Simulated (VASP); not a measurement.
# Mn (Im-3m) in VASP: a series of runs, part 2 of 3

VASP 6.6.1. The steps go on from the part before.

## 3. Electric field gradients, PBE, collinear spin, ferromagnetic start

The input, INCAR:

```
SYSTEM = Mn
PREC = Accurate
ENCUT = 520
EDIFF = 1E-8
ISMEAR = -1
SIGMA = 0.03
LREAL = .False.
LASPH = .True.
NELM = 150
ALGO = Normal
ISIF = 2
LWAVE = .False.
LCHARG = .False.
ISPIN = 2
MAGMOM = 4
LORBIT = 11
LMAXMIX = 4
GGA = PE
LEFG = .True.
NBANDS = 16
```

The input, KPOINTS:

```
Automatic mesh
0
Gamma
  19 19 19
  0 0 0
```

The input, POSCAR:

```
Mn
1.0
   -1.5405000000      1.5405000000      1.5405000000
    1.5405000000     -1.5405000000      1.5405000000
    1.5405000000      1.5405000000     -1.5405000000
Mn
1
Direct
    0.0000000000      0.0000000000      0.0000000000
```

Potentials or basis: VASP PAW PBE potentials, release 64 (Mn_pv).

Launch:

```
$ cat potpaw_PBE.64/Mn_pv/POTCAR > POTCAR
$ mpirun -np 1 vasp_std > vasp.out
```

OUTCAR:

```text
SYSTEM = Mn
   PREC = Accurate
   ENCUT = 520
   EDIFF = 1E-8
   ISMEAR = -1
   LREAL = .False.
   LASPH = .True.
   NELM = 150
   ISIF = 2
   ISPIN = 2
   LORBIT = 11
   GGA = PE

 ion  position               nearest neighbor table
   1  0.000  0.000  0.000-

  LATTYP: Found a body centered cubic cell.
 ALAT       =     3.0810000000

  Lattice vectors:

 A1 = (  -1.5405000000,   1.5405000000,   1.5405000000)
 A2 = (   1.5405000000,  -1.5405000000,   1.5405000000)
 A3 = (   1.5405000000,   1.5405000000,  -1.5405000000)

Analysis of symmetry for initial positions (statically):
[... 1143 lines left out ...]
---------------------------------------------------------------------
 ion       V_xx      V_yy      V_zz      V_xy      V_xz      V_yz
---------------------------------------------------------------------
   1      -0.000     0.000     0.000    -0.006    -0.006    -0.006
---------------------------------------------------------------------

 Electric field gradients after diagonalization (V/A^2)
 (convention: |V_zz| > |V_xx| > |V_yy|)
----------------------------------------------------------------------
 ion       V_xx      V_yy      V_zz     asymmetry (V_yy - V_xx)/ V_zz
----------------------------------------------------------------------
   1       0.006     0.006    -0.012       0.000
----------------------------------------------------------------------

           NMR quadrupolar parameters

 Cq : quadrupolar parameter    Cq=e*Q*V_zz/h
 eta: asymmetry parameters     (V_yy - V_xx)/ V_zz
 Q  : nuclear electric quadrupole moment in mb (millibarn)
----------------------------------------------------------------------
 ion       Cq(MHz)       eta       Q (mb)
----------------------------------------------------------------------
   1      -0.000       0.000       1.000
----------------------------------------------------------------------

 total charge

# of ion       s       p       d       tot
------------------------------------------
    1        0.328   6.232   4.993  11.553

 magnetization (x)

# of ion       s       p       d       tot
------------------------------------------
    1       -0.006  -0.001   2.742   2.735
```

OSZICAR:

```text
N       E                     dE             d eps       ncg     rms          rms(c)
DAV:   1     0.910950749693E+02    0.91095E+02   -0.72471E+03 14232   0.989E+02
DAV:   2    -0.686638776524E+01   -0.97961E+02   -0.92662E+02 15392   0.268E+02
[... 12 lines left out ...]
DAV:  15    -0.832980987210E+01   -0.21970E-06   -0.32546E-07 18832   0.517E-03    0.156E-03
DAV:  16    -0.832981023072E+01   -0.35862E-06   -0.38380E-08 17600   0.183E-03    0.403E-04
DAV:  17    -0.832981033730E+01   -0.10658E-06   -0.53200E-09 13104   0.553E-04    0.167E-04
DAV:  18    -0.832981035426E+01   -0.16963E-07   -0.17644E-09  8024   0.328E-04    0.370E-05
DAV:  19    -0.832981031868E+01    0.35578E-07   -0.23736E-10  7320   0.119E-04    0.172E-05
DAV:  20    -0.832981030680E+01    0.11883E-07   -0.18778E-11  7192   0.487E-05    0.969E-06
DAV:  21    -0.832981030307E+01    0.37287E-08   -0.16743E-12  7120   0.151E-05
   1 F= -.83298103E+01 E0= -.83264222E+01  d E =-.677629E-02  mag=     2.7893
```

stdout:

```text
POSCAR found type information on POSCAR Mn
 POSCAR found :  1 types and       1 ions
 scaLAPACK will be used
 LDA part: xc-table for (Slater+PW92), standard interpolation
 POSCAR, INCAR and KPOINTS ok, starting setup
 FFT: planning ... GRIDC
 FFT: planning ... GRID_SOFT
 FFT: planning ... GRID
 WAVECAR not read
 entering main loop
ion   1
```

Wall time 1.9 min (1 thread of Intel Xeon Platinum 8124M at 3.00GHz (Skylake/Cascade Lake), shared host); peak memory 0.19 GiB.

What came out:

| Item | Value |
| --- | --- |
| Free energy | -8.3298 eV |
| Pressure | -15.3 GPa |
| Net moment | 2.79 μB per cell |
| Site moments | Mn +2.73 μB |
| Largest electric field gradient by atom | under 0.05 V/Å² on every atom |
| Valence electrons inside the program's atomic spheres | Mn 11.55 |

Caveat: the cell stands under tension.

## 4. Electric field gradients, PBE, collinear spin, ferromagnetic start (14.99 Å³/atom)

This run uses another cell than the first one, of 14.99 Å³/atom.

The input, INCAR:

```
SYSTEM = Mn
  PREC = Accurate
  ENCUT = 520
  EDIFF = 1E-8
  ISMEAR = -1
  SIGMA = 0.03
  LREAL = .FALSE.
  LASPH = .TRUE.
  NELM = 150
  ALGO = Normal
  ISIF = 2
  LWAVE = .FALSE.
  LCHARG = .FALSE.
  ISPIN = 2
  MAGMOM = 4
  LORBIT = 11
  LMAXMIX = 4
  GGA = PE
  LEFG = .TRUE.
  NBANDS = 16
```

The input, KPOINTS:

```
Automatic mesh
0
G
  19 19 19
  0 0 0
```

The input, POSCAR:

```
Mn
1.0
   -1.5532319823      1.5532319823      1.5532319823
    1.5532319823     -1.5532319823      1.5532319823
    1.5532319823      1.5532319823     -1.5532319823
Mn
1
Direct
    0.0000000000      0.0000000000      0.0000000000
```

Potentials or basis: VASP PAW PBE potentials, release 64 (Mn_pv).

Launch:

```
$ cat potpaw_PBE.64/Mn_pv/POTCAR > POTCAR
$ mpirun -np 1 vasp_std > vasp.out
```

OUTCAR:

```text
SYSTEM = Mn
   PREC = Accurate
   ENCUT = 520
   EDIFF = 1E-8
   ISMEAR = -1
   LREAL = .FALSE.
   LASPH = .TRUE.
   NELM = 150
   ISIF = 2
   ISPIN = 2
   LORBIT = 11
   GGA = PE

 ion  position               nearest neighbor table
   1  0.000  0.000  0.000-

  LATTYP: Found a body centered cubic cell.
 ALAT       =     3.1064639646

  Lattice vectors:

 A1 = (  -1.5532319823,   1.5532319823,   1.5532319823)
 A2 = (   1.5532319823,  -1.5532319823,   1.5532319823)
 A3 = (   1.5532319823,   1.5532319823,  -1.5532319823)

Analysis of symmetry for initial positions (statically):
=====================================================================
 Subroutine PRICEL returns:
 Original cell was already a primitive cell.

 Routine SETGRP: Setting up the symmetry group for a
 body centered cubic supercell.

 Subroutine GETGRP returns: Found 48 space group operations
[... 1119 lines left out ...]
     1.553231982 -1.553231982  1.553231982     0.321909416  0.000000000  0.321909416
     1.553231982  1.553231982 -1.553231982     0.321909416  0.321909416  0.000000000

 POSITION                                       TOTAL-FORCE (eV/Angst)
 -----------------------------------------------------------------------------------
      0.00000      0.00000      0.00000        -0.000000      0.000000      0.000000
 -----------------------------------------------------------------------------------
    total drift:                                0.000000      0.000000      0.000000

  FREE ENERGIE OF THE ION-ELECTRON SYSTEM (eV)
  ---------------------------------------------------
  free  energy   TOTEN  =        -8.3133985283 eV

  energy  without entropy=       -8.3075273472  energy(sigma->0) =       -8.31046294

 Electric field gradients (V/A^2)
---------------------------------------------------------------------
 ion       V_xx      V_yy      V_zz      V_xy      V_xz      V_yz
---------------------------------------------------------------------
   1      -0.000    -0.000    -0.000    -0.006    -0.006    -0.006
---------------------------------------------------------------------

 Electric field gradients after diagonalization (V/A^2)
 (convention: |V_zz| > |V_xx| > |V_yy|)
----------------------------------------------------------------------
 ion       V_xx      V_yy      V_zz     asymmetry (V_yy - V_xx)/ V_zz
----------------------------------------------------------------------
   1       0.006     0.006    -0.013       0.000
----------------------------------------------------------------------

           NMR quadrupolar parameters

 Cq : quadrupolar parameter    Cq=e*Q*V_zz/h
 eta: asymmetry parameters     (V_yy - V_xx)/ V_zz
 Q  : nuclear electric quadrupole moment in mb (millibarn)
----------------------------------------------------------------------
 ion       Cq(MHz)       eta       Q (mb)
----------------------------------------------------------------------
   1      -0.000       0.000       1.000
----------------------------------------------------------------------

 total charge

# of ion       s       p       d       tot
------------------------------------------
    1        0.327   6.227   4.985  11.539

 magnetization (x)

# of ion       s       p       d       tot
------------------------------------------
    1       -0.004   0.007   3.383   3.386
```

OSZICAR:

```text
N       E                     dE             d eps       ncg     rms          rms(c)
DAV:   1     0.911750374552E+02    0.91175E+02   -0.72645E+03 14216   0.985E+02
DAV:   2    -0.685411072637E+01   -0.98029E+02   -0.92797E+02 15424   0.267E+02
[... 14 lines left out ...]
DAV:  17    -0.831340005035E+01   -0.14716E-04   -0.11842E-05 17224   0.272E-02    0.723E-03
DAV:  18    -0.831339921395E+01    0.83640E-06   -0.11643E-06 19664   0.793E-03    0.200E-03
DAV:  19    -0.831339876116E+01    0.45279E-06   -0.11995E-07 17336   0.214E-03    0.859E-04
DAV:  20    -0.831339856263E+01    0.19853E-06   -0.51794E-09 12528   0.579E-04    0.504E-04
DAV:  21    -0.831339852651E+01    0.36124E-07   -0.22967E-09  8096   0.378E-04    0.224E-04
DAV:  22    -0.831339852830E+01   -0.17958E-08   -0.10492E-09  7888   0.239E-04
   1 F= -.83133985E+01 E0= -.83104629E+01  d E =-.587118E-02  mag=     3.4919
```

Run time: 2 min. Hardware: 1 thread of Intel Xeon Platinum 8124M at 3.00GHz (Skylake/Cascade Lake), shared host; peak memory 0.19 GiB.

Results:

* Free energy: -8.3134 eV
* Pressure: -3.3 GPa
* Net moment: 3.49 μB per cell
* Site moments: Mn +3.39 μB
* Largest electric field gradient by atom: under 0.05 V/Å² on every atom
* Valence electrons inside the program's atomic spheres: Mn 11.54

Levels at points of the mesh, in eV from the Fermi level:
Spin up:
| k point | band 6 | band 7 | band 8 | band 9 | band 10 | band 11 |
| --- | --- | --- | --- | --- | --- | --- |
| (0.00, 0.00, 0.00) | -2.03 | -2.03 | -0.77 | -0.77 | 20.57 | 20.57 |
Spin down:
| k point | band 3 | band 4 | band 5 | band 6 | band 7 | band 8 |
| --- | --- | --- | --- | --- | --- | --- |
| (0.00, 0.00, 0.00) | -45.35 | -6.85 | 1.14 | 1.14 | 1.14 | 2.49 |

Caveat: the cell stands under tension.

(Continued in part 3 of 3.)
